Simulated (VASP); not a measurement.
Input of a VASP 6.6.1 run:

File INCAR:

```
PREC = Accurate
ENCUT = 520
EDIFF = 1E-6
ISMEAR = -1
SIGMA = 0.02
LREAL = False
LASPH = True
NELM = 80
ALGO = Normal
ISIF = 2
LWAVE = False
LCHARG = False
GGA = PE
NBANDS = 36
```

KPOINTS

```
Automatic mesh
0
Gamma
  8 8 8
```

The input POSCAR:

```
Ga3AsP2
1.0
   -1.9520172774      5.8562302377      2.7607697344
    1.9520172774     -5.8562302377      2.7607697344
    1.9520172774      5.8562302377     -2.7607697344
P Ga As
2 3 1
Direct
    0.3329121561      0.0003232281      0.3325889280
    0.6677343002      0.0003232281      0.6674110720
    0.5733769434      0.7443968036      0.8289801398
    0.9154166638      0.7443968036      0.1710198602
    0.2613419861      0.7613419861      0.5000000000
   -0.0007820496     -0.0007820496      0.0000000000
```

Potentials or basis: VASP PAW PBE potentials, release 64 (P, Ga_d, As).

The run is started by

```console
$ cat potpaw_PBE.64/P/POTCAR potpaw_PBE.64/Ga_d/POTCAR potpaw_PBE.64/As/POTCAR > POTCAR
$ mpirun -np 1 vasp_std > vasp.out
```

**Question.** Estimate the largest force.

**Answer.** 0.073 eV/Å.

**Question.** What does it give for the band gap on the k mesh?

**Answer.** 1.31 eV.

**Question.** What does it give for the pressure?

**Answer.** 2.6 GPa.

Forces in eV/Å, atoms in the order of the input:
```
P    0.000 -0.001  0.004
P    0.000  0.001  0.004
Ga   0.000 -0.046 -0.034
Ga   0.000  0.046 -0.034
Ga   0.000  0.000  0.073
As   0.000  0.000 -0.014
```

A k mesh can miss the band edges.
